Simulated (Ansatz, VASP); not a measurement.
**Ti in VASP and in Ansatz**

```xyz
2
Lattice="-1.6410 1.6410 1.6410 1.6410 -1.6410 1.6410 3.2820 3.2820 0.0000" Properties=species:S:1:pos:R:3 pbc="T T T"
Ti   -0.1414   -0.1414    0.0000
Ti    1.7824    1.7824    1.6410
```

Change from the starting cell: mode 5 (126.2 1/cm) frozen in, largest displacement -0.200 Å.

Alike in both runs: task single point; functional PBEsol; k mesh 18 × 18 × 10; occupations gaussian, width 0.15 eV; no spin polarisation.

|  | VASP | Ansatz |
| --- | --- | --- |
| version | VASP 6.6.1 | Ansatz 0.2.0 |
| potentials or method | VASP PAW PBE potentials, release 64 (Ti_sv), cutoff 520 eV | scalar-relativistic, plane waves, PAW |
| valence electrons in the cell | 24 | 24 |

Ansatz gave:

| Quantity | Value |
| --- | --- |
| gap on the k mesh at the Fermi level (eV) | none |
| pressure (GPa) | -2.2 |
| traceless stress, the component that is largest in VASP (GPa) | 4.68 |
| rms of the force components (eV/Å) | 0.635 |

Question: Estimate VASP's values.

Answer: gap on the k mesh at the Fermi level (eV): none; pressure (GPa): -2.4; traceless stress, the component that is largest in VASP (GPa): 4.69; rms of the force components (eV/Å): 0.634.

VASP's potentials were made for PBE, not for PBEsol. Atom by atom the forces differ by 0.001 eV/Å (rms over components). A gap of «none» marks a metal or a gap that the smearing closes.
